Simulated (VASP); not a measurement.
# InPd (Pm-3m) in VASP: single point with PBE

Aim: the single point of InPd with PBE.

All numbers are computed with VASP 6.6.1; they aren't measurements. Logs are shortened: lines on timing, memory, paths and dates and some standing lists are left out, and cuts for length are marked.

## Step 1: The cell of the first run

The structure is cubic, space group Pm-3m (No. 221). The conventional cell has a = 3.272 Å, b = 3.272 Å, c = 3.272 Å, α = 90.00°, β = 90.00°, γ = 90.00°. Within 3.7 Å of In (site symmetry m-3m) lie 8 Pd at 2.83 Å and 6 In at 3.27 Å. Pd (site symmetry m-3m) has 8 In at 2.83 Å and 6 Pd at 3.27 Å within 3.7 Å.

## Step 2: Single point, PBE

Contents of INCAR:

```
SYSTEM = InPd
  ALGO = Normal
  EDIFF = 1E-6
  ENCUT = 520
  GGA = PE
  ISIF = 2
  ISMEAR = 0
  LASPH = .TRUE.
  LCHARG = .FALSE.
  LREAL = .FALSE.
  LWAVE = .FALSE.
  NBANDS = 18
  NELM = 100
  PREC = Accurate
  SIGMA = 0.05
```

Contents of KPOINTS:

```
k-points
0
G
  12 12 12
  0 0 0
```

Contents of POSCAR:

```
InPd
1.0
    3.2718847800      0.0000000000      0.0000000000
    0.0000000000      3.2718847800      0.0000000000
    0.0000000000      0.0000000000      3.2718847800
In Pd
1 1
Direct
    0.0000000000      0.0000000000      0.0000000000
    0.5000000000      0.5000000000      0.5000000000
```

Potentials or basis: VASP PAW PBE potentials, release 64 (In_d, Pd).

Command:

```
$ cat potpaw_PBE.64/In_d/POTCAR potpaw_PBE.64/Pd/POTCAR > POTCAR
$ mpirun -np 1 vasp_std > vasp.out
```

OUTCAR:

```text
SYSTEM = InPd
   EDIFF = 1E-6
   ENCUT = 520
   GGA = PE
   ISIF = 2
   ISMEAR = 0
   LASPH = .TRUE.
   LREAL = .FALSE.
   NELM = 100
   PREC = Accurate

 ion  position               nearest neighbor table
   1  0.000  0.000  0.000-   2 2.83   2 2.83   2 2.83   2 2.83   2 2.83   2 2.83   2 2.83   2 2.83

   2  0.500  0.500  0.500-   1 2.83   1 2.83   1 2.83   1 2.83   1 2.83   1 2.83   1 2.83   1 2.83

  LATTYP: Found a simple cubic cell.
 ALAT       =     3.2718847800

  Lattice vectors:

 A1 = (   3.2718847800,   0.0000000000,   0.0000000000)
 A2 = (   0.0000000000,   3.2718847800,   0.0000000000)
 A3 = (   0.0000000000,   0.0000000000,   3.2718847800)

Analysis of symmetry for initial positions (statically):
=====================================================================
 Subroutine PRICEL returns:
 Original cell was already a primitive cell.

 Routine SETGRP: Setting up the symmetry group for a
 simple cubic supercell.

 Subroutine GETGRP returns: Found 48 space group operations
 (whereof 48 operations were pure point group operations)
 out of a pool of 48 trial point group operations.

The static configuration has the point symmetry O_h .

Analysis of symmetry for dynamics (positions and initial velocities):
=====================================================================
 Subroutine PRICEL returns:
 Original cell was already a primitive cell.

 Routine SETGRP: Setting up the symmetry group for a
 simple cubic supercell.

 Subroutine GETGRP returns: Found 48 space group operations
 (whereof 48 operations were pure point group operations)
 out of a pool of 48 trial point group operations.

The dynamic configuration has the point symmetry O_h .

 Subroutine INISYM returns: Found 48 space group operations
 (whereof 48 operations are pure point group operations),
 and found     1 'primitive' translations

----------------------------------------------------------------------------------------

                                     Primitive cell

  volume of cell :      35.0263

  direct lattice vectors                    reciprocal lattice vectors
     3.271884780  0.000000000  0.000000000     0.305634234  0.000000000  0.000000000
     0.000000000  3.271884780  0.000000000     0.000000000  0.305634234  0.000000000
     0.000000000  0.000000000  3.271884780     0.000000000  0.000000000  0.305634234

  length of vectors
     3.271884780  3.271884780  3.271884780     0.305634234  0.305634234  0.305634234

  position of ions in fractional coordinates (direct lattice)
     0.000000000  0.000000000  0.000000000
     0.500000000  0.500000000  0.500000000

  ion indices of the primitive-cell ions
   primitive index   ion index
                 1           1
                 2           2

----------------------------------------------------------------------------------------

 KPOINTS: k-points

Automatic generation of k-mesh.
 Grid dimensions read from file:
 generate k-points for:   12   12   12

 Generating k-lattice:

  Cartesian coordinates                     Fractional coordinates (reciprocal lattice)
     0.025469520  0.000000000  0.000000000     0.083333333  0.000000000  0.000000000
     0.000000000  0.025469520  0.000000000     0.000000000  0.083333333  0.000000000
     0.000000000  0.000000000  0.025469520     0.000000000  0.000000000  0.083333333

  Length of vectors
     0.025469520  0.025469520  0.025469520

  Shift w.r.t. Gamma in fractional coordinates (k-lattice)
     0.000000000  0.000000000  0.000000000

 Subroutine IBZKPT returns following result:
 ===========================================

 Found     84 irreducible k-points:

 Following reciprocal coordinates:
            Coordinates               Weight
  0.000000  0.000000  0.000000      1.000000
  0.083333  0.000000  0.000000      6.000000
  0.166667  0.000000  0.000000      6.000000
  0.250000  0.000000  0.000000      6.000000
  0.333333  0.000000  0.000000      6.000000
  0.416667  0.000000  0.000000      6.000000
[... 16 lines left out ...]
  0.333333  0.333333  0.000000     12.000000
  0.416667  0.333333  0.000000     24.000000
 [... further k-points ...]
   k-points           NKPTS =     84   k-points in BZ     NKDIM =     84   number of bands    NBANDS=     18
   number of dos      NEDOS =    301   number of ions     NIONS =      2
   total plane-waves  NPLWV =  13824
   dimension x,y,z NGX =    24 NGY =   24 NGZ =   24
   dimension x,y,z NGXF=    48 NGYF=   48 NGZF=   48
   ions per type =               1   1
   NGX,Y,Z   is equivalent  to a cutoff of  12.19, 12.19, 12.19 a.u.
   NGXF,Y,Z  is equivalent  to a cutoff of  24.39, 24.39, 24.39 a.u.
 SYSTEM =  InPd
   PREC   = accura    normal or accurate (medium, high low for compatibility)
   ISTART =      0    job   : 0-new  1-cont  2-samecut
   ICHARG =      2    charge: 1-file 2-atom 10-const
   ISPIN  =      1    spin polarized calculation?
   LNONCOLLINEAR =      F non collinear calculations
   LSORBIT =      F    spin-orbit coupling
   LASPH  =      T    aspherical Exc in radial PAW
   ENCUT  =  520.0 eV  38.22 Ry    6.18 a.u.   6.08  6.08  6.08*2*pi/ulx,y,z
   NELM   =    100;   NELMIN=  2; NELMDL= -5     # of ELM steps
   EDIFF  = 0.1E-05   stopping-criterion for ELM
   LREAL  =      F    real-space projection
   EDIFFG = 0.1E-04   stopping-criterion for IOM
   NSW    =      0    number of steps for IOM
   IBRION =     -1    ionic relax: 0-MD 1-quasi-New 2-CG
   NFREE  =      0    steps in history (QN), initial steepest desc. (CG)
   ISIF   =      2    stress and relaxation
   ISYM   =      2    0-nonsym 1-usesym 2-fastsym
   POTIM  = 0.5000    time-step for ionic-motion
   TEBEG  =    0.0;   TEEND  =   0.0 temperature during run
   PSTRESS=    0.0 pullay stress
   NELECT =      23.0000    total number of electrons
   NUPDOWN=      -1.0000    fix difference up-down
   EMIN   =  10.00;   EMAX   =-10.00  energy-range for DOS
   EFERMI =   0.00;   METHOD = LEGACY
   ISMEAR =     0;   SIGMA  =   0.05  broadening in eV -4-tet -1-fermi 0-gaus
   EFERMI_NEDOS =   21; number of points for ismear=-14 and -15
   IALGO  =     38    algorithm
   IMIX   =      4    mixing-type and parameters
     AMIX     =   0.40;   BMIX     =  1.00
     AMIX_MAG =   1.60;   BMIX_MAG =  1.00
  volume/ion in A,a.u.               =      17.51       118.18
  Fermi-wavevector in a.u.,A,eV,Ry     =   1.422938  2.688964 27.548447  2.024754
  Thomas-Fermi vector in A             =   2.543589
   LORBIT       =      0    0 simple, 1 ext, 2 COOP (PROOUT), +10 PAW based schemes
   GGA     = PE    functional components
   LHFCALC =     F    Hartree Fock is set to
   AEXX    =    0.0000 exact exchange contribution
   IVDW    =     0    specifies the selected vdW correction
   LEPSILON=     F    determine dielectric tensor
   LRPA    =     F    only Hartree local field effects (RPA)
 non-spin polarized calculation
 Gauss-broadening in eV      SIGMA  =   0.05
  energy-cutoff  :      520.00
  volume of cell :       35.03
 maximum number of plane-waves:       968
   NGX = 13   NGY = 13   NGZ = 13

 number of electron      22.9999997 magnetization

 Free energy of the ion-electron system (eV)
  ---------------------------------------------------
  ext. energy  EPLUGINS =         0.00000000
  ---------------------------------------------------
  free energy    TOTEN  =        -8.73376577 eV

  energy without entropy =       -8.73287411  energy(sigma->0) =       -8.73331994

 E-fermi :  10.5117     XC(G=0): -12.2312

 val. band max:       10.5023394685   @ k =   0.4167   0.2500   0.2500
 cond. band min:      10.5641214963   @ k =   0.3333   0.2500   0.0000
 fundamental gap:      0.0617820278
 Fermi energy:        10.5117345325

 k-point     1 :       0.0000    0.0000    0.0000
  band No.  band energies     occupation
      1      -4.4757      2.00000
      2      -4.4757      2.00000
      3      -4.0674      2.00000
      4      -4.0674      2.00000
      5      -4.0674      2.00000
      6       0.4300      2.00000
[... 10 lines left out ...]
     17      21.0700      0.00000
     18      26.5071      0.00000

 k-point     2 :       0.0833    0.0000    0.0000
  band No.  band energies     occupation
      1      -4.4718      2.00000
      2      -4.4521      2.00000
      3      -4.0745      2.00000
      4      -4.0745      2.00000
      5      -4.0652      2.00000
      6       0.5403      2.00000
[... 10 lines left out ...]
     17      21.7074      0.00000
     18      26.2492      0.00000

 k-point     3 :       0.1667    0.0000    0.0000
  band No.  band energies     occupation
      1      -4.4613      2.00000
      2      -4.3878      2.00000
      3      -4.0941      2.00000
      4      -4.0941      2.00000
      5      -4.0594      2.00000
      6       0.8705      2.00000
[... 10 lines left out ...]
     17      23.6443      0.00000
     18      25.6833      0.00000

 k-point     4 :       0.2500    0.0000    0.0000
  band No.  band energies     occupation
      1      -4.4469      2.00000
      2      -4.3003      2.00000
      3      -4.1207      2.00000
      4      -4.1207      2.00000
      5      -4.0514      2.00000
      6       1.4164      2.00000
[... 375 lines left out ...]
      4      -4.1224      2.00000
      5      -4.0190      2.00000
      6       4.0850      2.00000
[... 10 lines left out ...]
     17      22.4132      0.00000
     18      22.7015      0.00000

 k-point    23 :       0.3333    0.3333    0.0000
  band No.  band energies     occupation
      1      -4.3224      2.00000
      2      -4.3093      2.00000
      3      -4.1716      2.00000
      4      -4.1493      2.00000
      5      -4.0281      2.00000
      6       3.4931      2.00000
[... 10 lines left out ...]
     17      22.9245      0.00000
     18      24.0118      0.00000

 k-point    24 :       0.4167    0.3333    0.0000
  band No.  band energies     occupation
      1      -4.3502      2.00000
      2      -4.3072      2.00000
      3      -4.1899      2.00000
      4      -4.1622      2.00000
      5      -3.9680      2.00000
      6       3.9821      2.00000
[... 10 lines left out ...]
     17      22.4700      0.00000
     18      23.4832      0.00000

 [... further k-points ...]

------------------------ aborting loop because EDIFF is reached ----------------------------------------

  FORCE on cell =-STRESS in cart. coord.  units (eV):
  Direction    XX          YY          ZZ          XY          YZ          ZX
  --------------------------------------------------------------------------------------
  -------------------------------------------------------------------------------------
  Total        0.8122646      0.8122646      0.8122646     -0.0000000     -0.0000000      0.0000000
  in kB       37.1547280     37.1547280     37.1547280     -0.0000000     -0.0000000      0.0000000
  external PRESSURE =      37.1547280 kB  Pullay stress =       0.0000000 kB

 VOLUME and BASIS-vectors are now :
 -----------------------------------------------------------------------------
  energy-cutoff  :      520.00
  volume of cell :       35.03
      direct lattice vectors                 reciprocal lattice vectors
     3.271884780  0.000000000  0.000000000     0.305634234  0.000000000  0.000000000
     0.000000000  3.271884780  0.000000000     0.000000000  0.305634234  0.000000000
     0.000000000  0.000000000  3.271884780     0.000000000  0.000000000  0.305634234

 POSITION                                       TOTAL-FORCE (eV/Angst)
 -----------------------------------------------------------------------------------
      0.00000      0.00000      0.00000         0.000000      0.000000      0.000000
      1.63594      1.63594      1.63594         0.000000      0.000000      0.000000
 -----------------------------------------------------------------------------------
    total drift:                                0.000000      0.000000     -0.000000

  FREE ENERGIE OF THE ION-ELECTRON SYSTEM (eV)
  ---------------------------------------------------
  free  energy   TOTEN  =        -8.7337657718 eV

  energy  without entropy=       -8.7328741051  energy(sigma->0) =       -8.73331994
```

It took 16 s on 1 thread of Intel Xeon Platinum 8375C at 2.90GHz (Ice Lake), shared host; peak memory 0.18 GiB.

Results:

```yaml
Free_energy: -8.7338 eV
Pressure: 3.7 GPa
```

Caveat: spin-orbit coupling is left out, which moves the levels of the heavy elements.
